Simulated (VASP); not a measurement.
Input of a VASP 6.6.1 run:

The input INCAR:

```
SYSTEM = SiTe5
ALGO = Normal
EDIFF = 1E-6
ENCUT = 520
GGA = PE
ISIF = 2
ISMEAR = 0
LASPH = .True.
LCHARG = .False.
LREAL = .False.
LWAVE = .False.
NBANDS = 26
NELM = 80
PREC = Accurate
SIGMA = 0.1
```

Contents of KPOINTS:

```
k-points
0
Gamma
  3 3 4
  0 0 0
```

File POSCAR:

```
SiTe5
1.0
    6.4729151600      0.0000000000      0.0000000000
   -3.2364575800      5.6057089700      0.0000000000
    0.0000000000      0.0000000000      5.3275533700
Si Te
1 5
Direct
    0.0000000000      0.0000000000      0.0000000000
    0.3333333300      0.6666666700      0.0000000000
    0.6666666700      0.3333333300      0.0000000000
    0.5000000000      0.0000000000      0.5000000000
    0.5000000000      0.5000000000      0.5000000000
    0.0000000000      0.5000000000      0.5000000000
```

Potentials or basis: VASP PAW PBE potentials, release 64 (Si, Te).

Command:

```console
$ cat potpaw_PBE.64/Si/POTCAR potpaw_PBE.64/Te/POTCAR > POTCAR
$ mpirun -np 1 vasp_std > vasp.out
```

Task: Estimate the pressure.

Result: -0.8 GPa.

Task: Estimate the band gap on the k mesh.

Result: Zero (band 17 reaches 6.81 eV, above the bottom of band 18 at 5.23 eV).

Stress tensor (GPa, compression positive):
```
 0.08  0.00  0.00
 0.00  0.08  0.00
 0.00  0.00 -2.67
```

Caveat: the k points lie up to 0.37 Å⁻¹ apart; spin-orbit coupling is left out, which moves the levels of the heavy elements.
